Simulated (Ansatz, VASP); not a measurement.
# TiTe2 in VASP and in Ansatz

```xyz
6
Lattice="3.6851 0.0000 0.0000 -1.8425 3.1914 0.0000 0.0000 0.0000 43.6411" Properties=species:S:1:pos:R:3 pbc="T T T"
Ti    0.0000    0.0000    8.7797
Ti    0.0000    0.0000   15.2203
Te    1.8425    1.0638   10.5137
Te    0.0000    2.1276    7.0133
Te    0.0000    2.1276   13.4864
Te    1.8425    1.0638   16.9867
```

Alike in both runs: functional PBE; dispersion D3(BJ); k mesh 12 × 12 × 1; occupations gaussian, width 0.1 eV; no spin polarisation.

Ansatz relaxed the structure, and its values are those at the end. VASP's run is a single point on that final structure, the one shown.

```csv
,VASP,Ansatz
version,VASP 6.6.1,Ansatz 0.2.0
potentials or method,"VASP PAW PBE potentials, release 64 (Ti_sv, Te), cutoff 520 eV","scalar-relativistic, plane waves, PAW"
valence electrons in the cell,48,88
```

|  | VASP | Ansatz | Ansatz less VASP |
| --- | --- | --- | --- |
| gap on the k mesh at the Fermi level (eV) | none | none | - |
| rms of the force components (eV/Å) | 0.005 | 0.000 | -0.0045 |

A gap of «none» marks a metal or a gap that the smearing closes. VASP's potentials hold 48 valence electrons a cell and Ansatz's 88, so a difference there can come from the potentials and not from the codes. Ansatz's warnings: structure snapped to symmetry.

Spin-orbit coupling is off throughout.
